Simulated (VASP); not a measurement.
# Ag (Fm-3m) in VASP: notebook, part 2 of 2

VASP 6.6.1. Earlier steps stand in the parts before.

### 3 Electric field gradients, PBE (volume scaled by 1.03)

File INCAR:

```
PREC     = Accurate       # precision mode
ENCUT    = 520            # plane-wave cutoff, eV
EDIFF    = 1E-8           # SCF threshold, eV
ISMEAR   = -1             # smearing method
SIGMA    = 0.05           # smearing width, eV
LREAL    = False          # projectors in reciprocal space
LASPH    = True           # aspherical terms in the spheres
NELM     = 80             # most SCF steps
ALGO     = Normal         # electronic algorithm
ISIF     = 2              # what is computed and relaxed
LWAVE    = False          # write WAVECAR
LCHARG   = False          # write CHGCAR
GGA      = PE             # functional
LEFG     = True         
NBANDS   = 12             # bands
```

File KPOINTS:

```
regular mesh
0
Gamma
  15 15 15
```

File POSCAR:

```
Ag
1.0
    0.0000000000      2.0633300285      2.0633300285
    2.0633300285      0.0000000000      2.0633300285
    2.0633300285      2.0633300285      0.0000000000
Ag
1
Direct
    0.0000000000      0.0000000000      0.0000000000
```

Potentials or basis: VASP PAW PBE potentials, release 64 (Ag).

Command:

```
$ cat potpaw_PBE.64/Ag/POTCAR > POTCAR
$ mpirun -np 1 vasp_std > vasp.out
```

OUTCAR:

```text
PREC = Accurate
   ENCUT = 520
   EDIFF = 1E-8
   ISMEAR = -1
   LREAL = False
   LASPH = True
   NELM = 80
   ISIF = 2
   GGA = PE

 ion  position               nearest neighbor table
   1  0.000  0.000  0.000-

  LATTYP: Found a face centered cubic cell.
 ALAT       =     4.1266600570

  Lattice vectors:

 A1 = (   0.0000000000,   2.0633300285,   2.0633300285)
 A2 = (   2.0633300285,   0.0000000000,   2.0633300285)
 A3 = (   2.0633300285,   2.0633300285,   0.0000000000)

Analysis of symmetry for initial positions (statically):
=====================================================================
 Subroutine PRICEL returns:
 Original cell was already a primitive cell.

 Routine SETGRP: Setting up the symmetry group for a
 face centered cubic supercell.

 Subroutine GETGRP returns: Found 48 space group operations
 (whereof 48 operations were pure point group operations)
 out of a pool of 48 trial point group operations.

The static configuration has the point symmetry O_h .

Analysis of symmetry for dynamics (positions and initial velocities):
=====================================================================
 Subroutine PRICEL returns:
 Original cell was already a primitive cell.

 Routine SETGRP: Setting up the symmetry group for a
 face centered cubic supercell.

 Subroutine GETGRP returns: Found 48 space group operations
 (whereof 48 operations were pure point group operations)
 out of a pool of 48 trial point group operations.

The dynamic configuration has the point symmetry O_h .

 Subroutine INISYM returns: Found 48 space group operations
 (whereof 48 operations are pure point group operations),
 and found     1 'primitive' translations

----------------------------------------------------------------------------------------

                                     Primitive cell

  volume of cell :      17.5686

  direct lattice vectors                    reciprocal lattice vectors
     0.000000000  2.063330028  2.063330028    -0.242326721  0.242326721  0.242326721
     2.063330028  0.000000000  2.063330028     0.242326721 -0.242326721  0.242326721
     2.063330028  2.063330028  0.000000000     0.242326721  0.242326721 -0.242326721

  length of vectors
     2.917989310  2.917989310  2.917989310     0.419722193  0.419722193  0.419722193

  position of ions in fractional coordinates (direct lattice)
     0.000000000  0.000000000  0.000000000

  ion indices of the primitive-cell ions
   primitive index   ion index
                 1           1

----------------------------------------------------------------------------------------

 KPOINTS: regular mesh

Automatic generation of k-mesh.
 Grid dimensions read from file:
 generate k-points for:   15   15   15

 Generating k-lattice:

  Cartesian coordinates                     Fractional coordinates (reciprocal lattice)
[... 65 lines left out ...]
   NFREE  =      0    steps in history (QN), initial steepest desc. (CG)
   ISIF   =      2    stress and relaxation
   ISYM   =      2    0-nonsym 1-usesym 2-fastsym
   POTIM  = 0.5000    time-step for ionic-motion
   TEBEG  =    0.0;   TEEND  =   0.0 temperature during run
   PSTRESS=    0.0 pullay stress
   NELECT =      11.0000    total number of electrons
   NUPDOWN=      -1.0000    fix difference up-down
   EMIN   =  10.00;   EMAX   =-10.00  energy-range for DOS
   EFERMI =   0.00;   METHOD = LEGACY
   ISMEAR =    -1;   SIGMA  =   0.05  broadening in eV -4-tet -1-fermi 0-gaus
   EFERMI_NEDOS =   21; number of points for ismear=-14 and -15
   IALGO  =     38    algorithm
   IMIX   =      4    mixing-type and parameters
     AMIX     =   0.40;   BMIX     =  1.00
     AMIX_MAG =   1.60;   BMIX_MAG =  1.00
  volume/ion in A,a.u.               =      17.57       118.56
  Fermi-wavevector in a.u.,A,eV,Ry     =   1.400534  2.646626 26.687771  1.961496
  Thomas-Fermi vector in A             =   2.523485
   LORBIT       =      0    0 simple, 1 ext, 2 COOP (PROOUT), +10 PAW based schemes
   GGA     = PE    functional components
   LHFCALC =     F    Hartree Fock is set to
   AEXX    =    0.0000 exact exchange contribution
   IVDW    =     0    specifies the selected vdW correction
   LEPSILON=     F    determine dielectric tensor
   LRPA    =     F    only Hartree local field effects (RPA)
 non-spin polarized calculation
  energy-cutoff  :      520.00
  volume of cell :       17.57
 maximum number of plane-waves:       495
 NGX is ok and might be reduce to    24
   NGX = 11   NGY = 11   NGZ = 11

 number of electron      10.9999999 magnetization

 Free energy of the ion-electron system (eV)
  ---------------------------------------------------
  ext. energy  EPLUGINS =         0.00000000
  ---------------------------------------------------
  free energy    TOTEN  =        -2.71413653 eV

  energy without entropy =       -2.71048412  energy(sigma->0) =       -2.71231032

 E-fermi :   8.1532     XC(G=0): -12.0326

 val. band max:        8.1390825905   @ k =  -0.3333   0.2000   0.0000
 cond. band min:       8.1795013951   @ k =  -0.2667   0.2667   0.0667
 fundamental gap:      0.0404188046
 Fermi energy:         8.1532024871

 k-point     1 :       0.0000    0.0000    0.0000
  band No.  band energies     occupation
      1       0.4703      2.00000
      2       3.3169      2.00000
      3       3.3169      2.00000
      4       3.3169      2.00000
      5       4.2967      2.00000
      6       4.2967      2.00000
      7      23.9773      0.00000
      8      27.3784      0.00000
      9      27.3784      0.00000
     10      27.3784      0.00000
     11      32.1142      0.00000
     12      33.0637      0.00000
[... 331 lines left out ...]
 k-point    24 :       0.2000    0.1333    0.0000
  band No.  band energies     occupation
      1       1.5785      2.00000
      2       2.9454      2.00000
      3       3.6583      2.00000
      4       3.6905      2.00000
      5       4.0709      2.00000
      6       4.4772      2.00000
      7      22.8798      0.00000
      8      24.5301      0.00000
      9      24.7940      0.00000
     10      26.3531      0.00000
     11      29.6521      0.00000
     12      32.9550      0.00000

 [... further k-points ...]
[... 5 lines left out ...]
  --------------------------------------------------------------------------------------
  -------------------------------------------------------------------------------------
  Total        0.1378845      0.1378845      0.1378845      0.0000000      0.0000000     -0.0000000
  in kB       12.5744803     12.5744803     12.5744803      0.0000000      0.0000000     -0.0000000
  external PRESSURE =      12.5744803 kB  Pullay stress =       0.0000000 kB

 VOLUME and BASIS-vectors are now :
 -----------------------------------------------------------------------------
  energy-cutoff  :      520.00
  volume of cell :       17.57
      direct lattice vectors                 reciprocal lattice vectors
     0.000000000  2.063330028  2.063330028    -0.242326721  0.242326721  0.242326721
     2.063330028  0.000000000  2.063330028     0.242326721 -0.242326721  0.242326721
     2.063330028  2.063330028  0.000000000     0.242326721  0.242326721 -0.242326721

 POSITION                                       TOTAL-FORCE (eV/Angst)
 -----------------------------------------------------------------------------------
      0.00000      0.00000      0.00000         0.000000     -0.000000      0.000000
 -----------------------------------------------------------------------------------
    total drift:                               -0.000000     -0.000000     -0.000000

  FREE ENERGIE OF THE ION-ELECTRON SYSTEM (eV)
  ---------------------------------------------------
  free  energy   TOTEN  =        -2.7141365287 eV

  energy  without entropy=       -2.7104841159  energy(sigma->0) =       -2.71231032

 Electric field gradients (V/A^2)
---------------------------------------------------------------------
 ion       V_xx      V_yy      V_zz      V_xy      V_xz      V_yz
---------------------------------------------------------------------
   1      -0.000    -0.000    -0.000     0.001     0.001     0.001
---------------------------------------------------------------------

 Electric field gradients after diagonalization (V/A^2)
 (convention: |V_zz| > |V_xx| > |V_yy|)
----------------------------------------------------------------------
 ion       V_xx      V_yy      V_zz     asymmetry (V_yy - V_xx)/ V_zz
----------------------------------------------------------------------
   1      -0.001    -0.001     0.001       0.000
----------------------------------------------------------------------

           NMR quadrupolar parameters

 Cq : quadrupolar parameter    Cq=e*Q*V_zz/h
 eta: asymmetry parameters     (V_yy - V_xx)/ V_zz
 Q  : nuclear electric quadrupole moment in mb (millibarn)
----------------------------------------------------------------------
 ion       Cq(MHz)       eta       Q (mb)
----------------------------------------------------------------------
   1       0.000       0.000       1.000
----------------------------------------------------------------------
```

Run time: 7.8 s. Hardware: 1 thread of Intel Xeon 6975P-C (Granite Rapids), shared host; peak memory 0.15 GiB.

What came out:

* Free energy: -2.7141 eV
* Pressure: 1.3 GPa

Levels at points of the mesh, in eV from the Fermi level:
| k point | band 2 | band 3 | band 4 | band 5 | band 6 | band 7 | band 8 | band 9 | band 10 | band 11 |
| --- | --- | --- | --- | --- | --- | --- | --- | --- | --- | --- |
| (0.00, 0.00, 0.00) | -4.84 | -4.84 | -4.84 | -3.86 | -3.86 | 15.82 | 19.23 | 19.23 | 19.23 | 23.96 |

Caveat: without QUAD_EFG the Cq values of the log hold for a quadrupole moment of 1 mb, not for the nuclei.
